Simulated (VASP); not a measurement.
Input of a VASP 6.6.1 run:

INCAR

```
SYSTEM = Ga7As
  PREC = Accurate
  ENCUT = 500
  EDIFF = 1E-6
  ISMEAR = 0
  SIGMA = 0.2
  LREAL = .FALSE.
  LASPH = .TRUE.
  NELM = 120
  ALGO = Normal
  ISIF = 2
  LWAVE = .FALSE.
  LCHARG = .TRUE.
  GGA = PE
  LELF = .TRUE.
  LVHAR = .TRUE.
  NBANDS = 58
  GGA_COMPAT = .FALSE.
```

KPOINTS

```
regular mesh
0
G
  4 4 4
  0 0 0
```

POSCAR

```
Ga7As
1.0
   -0.2985554941      4.1018981055      4.5096810019
    4.2181892388      0.0123113057      4.1928953876
    4.3603093587      3.9176858555     -0.1323755849
Ga As
7 1
Direct
    0.5227687357      0.4023992424      0.4596537318
    0.0015374232      1.0196167645      0.6114054712
    0.5191289215     -0.0815312784      0.4217460302
    0.0109602318      0.6121207266      0.5237747595
    0.4868360110      0.4340417919      0.9512725458
   -0.0295016491      0.5364315925      1.1193211023
    0.4968289842     -0.0857425871      0.9401319387
   -0.0085586583      0.1626637474     -0.0273055797
```

Potentials or basis: VASP PAW PBE potentials, release 64 (Ga_d, As).

The run is started by

```sh
$ cat potpaw_PBE.64/Ga_d/POTCAR potpaw_PBE.64/As/POTCAR > POTCAR
$ mpirun -np 1 vasp_std > vasp.out
```

Task: Predict the band gap on the k mesh.

Result: Zero (bands 48 and 49 overlap by 2.47 eV).

Task: Predict the pressure.

Result: 0.1 GPa.

Task: Estimate the largest force.

Result: 0.017 eV/Å.

Stress tensor (GPa, compression positive):
```
 0.10 -0.03 -0.06
-0.03  0.08  0.03
-0.06  0.03  0.13
```
